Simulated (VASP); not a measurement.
Wanted: the native input for a VASP 6.6.1 run.

```yaml
Task: single point
Functional: PBE
Potentials_or_basis: VASP PAW PBE potentials, release 64 (Mo_sv)
Cutoff: 520 eV
k_mesh: 10 × 10 × 10
Occupations: fermi-dirac, width 0.15 eV
Spin: no spin polarisation
Dipole_correction: no
Further_INCAR_settings: ALGO = Normal; EDIFF = 1e-07; NBANDS = 13
```

The structure of Mo lies in POSCAR:

```
Mo
1.0
    0.0000000000      2.0641656116      2.0641656116
    2.0641656116      0.0000000000      2.0641656116
    2.0641656116      2.0641656116      0.0000000000
Mo
1
Direct
    0.0000000000      0.0000000000      0.0000000000
```

The input as run:

INCAR

```
PREC     = Accurate       # precision mode
ENCUT    = 520            # plane-wave cutoff, eV
EDIFF    = 1E-7           # SCF threshold, eV
ISMEAR   = -1             # smearing method
SIGMA    = 0.15           # smearing width, eV
LREAL    = F              # projectors in reciprocal space
LASPH    = T              # aspherical terms in the spheres
NELM     = 60             # most SCF steps
ALGO     = Normal         # electronic algorithm
ISIF     = 2              # what is computed and relaxed
LWAVE    = F              # write WAVECAR
LCHARG   = F              # write CHGCAR
GGA      = PE             # functional
NBANDS   = 13             # bands
```

KPOINTS

```
regular mesh
0
Gamma
  10 10 10
```

Potentials or basis: VASP PAW PBE potentials, release 64 (Mo_sv).

Command:

```bash
$ cat potpaw_PBE.64/Mo_sv/POTCAR > POTCAR
$ mpirun -np 1 vasp_std > vasp.out
```

Results of the run:

```yaml
Pressure: -17.6 GPa
Band_gap_on_the_k_mesh: zero (band 7 reaches 13.90 eV, above the bottom of band 8 at 9.82 eV)
```

Wall time 12 s on 1 thread of Intel Xeon 8259CL, on a shared host, peak memory 0.14 GiB.
